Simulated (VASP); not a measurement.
Wanted: the native input for a VASP 6.6.1 run.

```
Task                   : single point
Functional             : PBEsol
Potentials or basis    : VASP PAW PBE potentials, release 64 (P)
Cutoff                 : 520 eV
k mesh                 : 12 × 12 × 12
Occupations            : fermi-dirac, width 0.08 eV
Spin                   : no spin polarisation
Dipole correction      : no
Further INCAR settings : ALGO = Normal; EDIFF = 1e-06; NBANDS = 12
```

The structure of P lies in POSCAR:

```
P
1.0
    0.0000000000      2.2720369832      2.2720369832
    2.2720369832      0.0000000000      2.2720369832
    2.2720369832      2.2720369832      0.0000000000
P
2
Direct
   -0.1250000000     -0.1250000000     -0.1250000000
    0.1250000000      0.1250000000      0.1250000000
```

This isn't the form of P at room conditions, which is orthorhombic.

These files were run (other wordings do the same):

INCAR

```
SYSTEM = P
ALGO = Normal
EDIFF = 1E-6
ENCUT = 520
GGA = PS
ISIF = 2
ISMEAR = -1
LASPH = .TRUE.
LCHARG = .FALSE.
LREAL = .FALSE.
LWAVE = .FALSE.
NBANDS = 12
NELM = 80
PREC = Accurate
SIGMA = 0.08
```

KPOINTS

```
k-points
0
G
  12 12 12
  0 0 0
```

Potentials or basis: VASP PAW PBE potentials, release 64 (P).

The run is started by

```console
$ cat potpaw_PBE.64/P/POTCAR > POTCAR
$ mpirun -np 1 vasp_std > vasp.out
```

Results of the run:

```json
{
 "Pressure": "85.0 GPa",
 "Band gap on the k mesh": "zero (bands 5 and 6 overlap by 4.65 eV)"
}
```

Caveat: the cell stands under pressure; the PAW data sets were made with another functional, which shifts forces and pressure a little.

It took 12 s on 1 thread of Intel(R) Xeon(R) Platinum 8375C CPU @ 2.90GHz (Ice Lake), with other jobs on the host, peak memory 0.13 GiB.
